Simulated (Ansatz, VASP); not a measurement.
**HfRe3: VASP beside Ansatz**

```
Hf Re
1.0
     3.94120    0.00000    0.00000
     0.00000    3.94120    0.00000
     0.00000    0.00000    3.94120
Hf Re
1 3
Direct
  0.00000 0.00000 0.00000
  0.00000 0.50000 0.50000
  0.50000 0.00000 0.50000
  0.50000 0.50000 0.00000
```

Alike in both runs: task single point; functional PBE; k mesh 4 × 4 × 4; occupations gaussian, width 0.1 eV; no spin polarisation.

|  | VASP | Ansatz |
| --- | --- | --- |
| version | VASP 6.6.1 | Ansatz 0.2.0 |
| potentials or method | VASP PAW PBE potentials, release 64 (Hf_pv, Re), cutoff 520 eV | scalar-relativistic, plane waves, PAW |
| valence electrons in the cell | 31 | 71 |

Ansatz gave:

```
gap on the k mesh at the Fermi level (eV) : none
pressure (GPa)                            : 21.5
```

Question: Estimate VASP's values.

Answer: gap on the k mesh at the Fermi level (eV): none; pressure (GPa): 21.2.

A gap of «none» marks a metal or a gap that the smearing closes. The functional is the same, so the differences come from potentials, cutoffs and numerics. VASP's potentials hold 31 valence electrons a cell and Ansatz's 71, so a difference there can come from the potentials and not from the codes.

The k mesh is coarse, so the values compare programs but aren't converged. Neither program's run includes spin-orbit coupling.
